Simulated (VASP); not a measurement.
Here is a VASP 6.6.1 calculation.

INCAR

```
SYSTEM = K
PREC = Accurate
ENCUT = 520
EDIFF = 1E-6
ISMEAR = -1
SIGMA = 0.1
LREAL = .FALSE.
LASPH = .TRUE.
NELM = 60
ALGO = Normal
ISIF = 2
LWAVE = .FALSE.
LCHARG = .TRUE.
GGA = B5
ALDAX = 1.0
AGGAX = 1.0
AGGAC = 1.0
ALDAC = 0.0
LELF = .TRUE.
LVHAR = .TRUE.
NBANDS = 10
```

The input KPOINTS:

```
regular mesh
0
G
  9 9 9
  0 0 0
```

File POSCAR:

```
K
1.0
    0.0000000000      3.3609710066      3.3609710066
    3.3609710066      0.0000000000      3.3609710066
    3.3609710066      3.3609710066      0.0000000000
K
1
Direct
    0.0000000000      0.0000000000      0.0000000000
```

Potentials or basis: VASP PAW PBE potentials, release 64 (K_sv).

Launch:

```sh
$ cat potpaw_PBE.64/K_sv/POTCAR > POTCAR
$ mpirun -np 1 vasp_std > vasp.out
```

(1) Predict the pressure.

Answers

(1) 0.0 GPa.

Caveat: the PAW data sets were made with another functional, which shifts forces and pressure a little.
